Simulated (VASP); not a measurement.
MnO, 2 atoms in the cell. It takes space group F-43m (No. 216, cubic). The conventional cell has a = 4.873 Å, b = 4.873 Å, c = 4.873 Å, α = 90.00°, β = 90.00°, γ = 90.00°. Within 2.8 Å of Mn (site symmetry -43m) lie 4 O at 2.11 Å. O (site symmetry -43m) has 4 Mn at 2.11 Å within 2.8 Å. 

| Quantity | Value |
| --- | --- |
| Program | VASP 6.6.1 |
| Task | single point |
| Functional | r2SCAN0 |
| Potentials or basis | VASP PAW PBE potentials, release 64 (Mn_pv, O) |
| Cutoff | 520 eV |
| k mesh | 5 × 5 × 5 |
| Occupations | fermi-dirac, width 0.05 eV |
| Spin | collinear spin, ferromagnetic start |
| Starting moments | [4.0, 0.0] μB |
| Dipole correction | no |
| Grid for exact exchange (PRECFOCK) | Normal |
| Further INCAR settings | ALGO = Normal; EDIFF = 1e-07; NBANDS = 20 |
| Share of exact exchange | 0.25 |

Potentials or basis: VASP PAW PBE potentials, release 64 (Mn_pv, O).

Command:

```sh
$ cat potpaw_PBE.64/Mn_pv/POTCAR potpaw_PBE.64/O/POTCAR > POTCAR
$ cp INCAR.step1 INCAR
$ mpirun -np 1 vasp_std > vasp.out
$ cp INCAR.step2 INCAR
$ mpirun -np 1 vasp_std > vasp.out
```

Hardware: 1 thread of AMD EPYC 7R13 Processor (Zen 3) (shared host).

Estimate the wall time of this run.

It took 38 min on 1 thread of AMD EPYC 7R13 Processor (Zen 3), with other jobs on the host, peak memory 0.16 GiB. Counts: k points 10.
